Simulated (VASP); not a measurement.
DyW2:

```xyz
3
Lattice="0.0000 3.2591 3.2591 3.2591 0.0000 3.2591 3.2591 3.2591 0.0000" Properties=species:S:1:pos:R:3 pbc="T T T"
Dy    3.2591    3.2591    3.2591
W     0.0000    0.0000    0.0000
W     1.6296    1.6296    1.6296
```

The cell was generated, and may not be a known phase.

```yaml
Program: VASP 6.6.1
Task: relaxation of cell and atoms
Functional: PBE
Potentials_or_basis: VASP PAW PBE potentials, release 64 (Dy_3, W_sv), 4f in core
Cutoff: 500 eV
k_mesh: 4 × 4 × 4
Occupations: gaussian, width 0.1 eV
Spin: no spin polarisation
```

At the start: pressure -4.7 GPa; volume 23.08 Å³/atom.

Q: Where does the relaxation end?

A: Over 3 steps the energy falls by 13.0 meV/atom and the volume is 22.23 Å³/atom (-3.7 %); space group F-43m (No. 216, to 0.1 Å) before and after.

Step by step:
| step | energy change (eV) | largest force (eV/Å) | pressure (GPa) | volume (Å³) |
| --- | --- | --- | --- | --- |
| 1 | 0.0000 | 0.0000 | -4.66 | 69.24 |
| 2 | 0.0678 | 0.0000 | 9.17 | 62.72 |
| 3 | -0.0389 | 0.0000 | -0.08 | 66.69 |

Final structure:
```cif
data_structure
_symmetry_space_group_name_H-M 'P 1'
_symmetry_Int_Tables_number 1
_cell_length_a 4.5520
_cell_length_b 4.5520
_cell_length_c 4.5520
_cell_angle_alpha 60.000
_cell_angle_beta 60.000
_cell_angle_gamma 60.000
_cell_volume 66.69
loop_
_atom_site_label
_atom_site_type_symbol
_atom_site_fract_x
_atom_site_fract_y
_atom_site_fract_z
_atom_site_occupancy
Dy1 Dy 0.50000 0.50000 0.50000 1
W1 W 0.00000 0.00000 0.00000 1
W2 W 0.25000 0.25000 0.25000 1
```

Caveat: the k points lie up to 0.42 Å⁻¹ apart in the final cell, too coarse for converged energies and pressures of a metal.
